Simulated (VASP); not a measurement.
Runs of VASP 6.6.1 on SrCl2. The structure is that of space group I4/mmm (No. 139), or close to it. The cells are those of the table. 

| cell | gap on the mesh (eV) | pressure (GPa) |
| --- | --- | --- |
| a = 5.037, b = 5.037, c = 5.324 Å, angles 58.1, 58.1, 63.8°, 3 atoms | 3.80 | -5.2 |
| a = 5.130, b = 5.130, c = 4.929 Å, angles 61.3, 61.3, 57.4°, 3 atoms | 4.32 | (c) |
| a = 4.933, b = 4.933, c = 4.732 Å, angles 61.3, 61.3, 57.3°, 3 atoms | 4.59 | (a) |
| a = 4.945, b = 4.945, c = 5.324 Å, angles 57.4, 57.4, 65.1°, 3 atoms | 3.52 | -4.2 |
| a = 4.933, b = 4.933, c = 5.126 Å, angles 58.7, 58.7, 62.6°, 3 atoms | 4.28 | (b) |
| a = 5.037, b = 5.037, c = 4.732 Å, angles 62.0, 62.0, 56.0°, 3 atoms | 4.19 | -2.4 |
| a = 5.029, b = 5.029, c = 5.126 Å, angles 59.4, 59.4, 61.3°, 3 atoms | 4.43 | -4.7 |
| a = 5.130, b = 5.130, c = 5.324 Å, angles 58.7, 58.7, 62.5°, 3 atoms | 3.98 | -5.9 |

Alike in all rows: task single point; level LDA; potentials or basis VASP PAW LDA potentials, release 64 (Sr_sv, Cl); no spin polarisation; k mesh 6 × 6 × 6; cutoff (eV) 520; smearing gaussian 0.05 eV.

**Question.** Estimate the missing entries.

**Answer.** (a) -1.1; (b) -3.7; (c) -4.6.

Caveats: the cell stands under tension (at least some runs); the stress differs along the axes, from -7 to -2 GPa (at least some runs); the stress differs along the axes, from -7 to 1 GPa (at least some runs); the stress differs along the axes, from -6 to -0 GPa (at least some runs).

A k mesh can miss the band edges, and the runs leave out spin-orbit coupling on Sr.
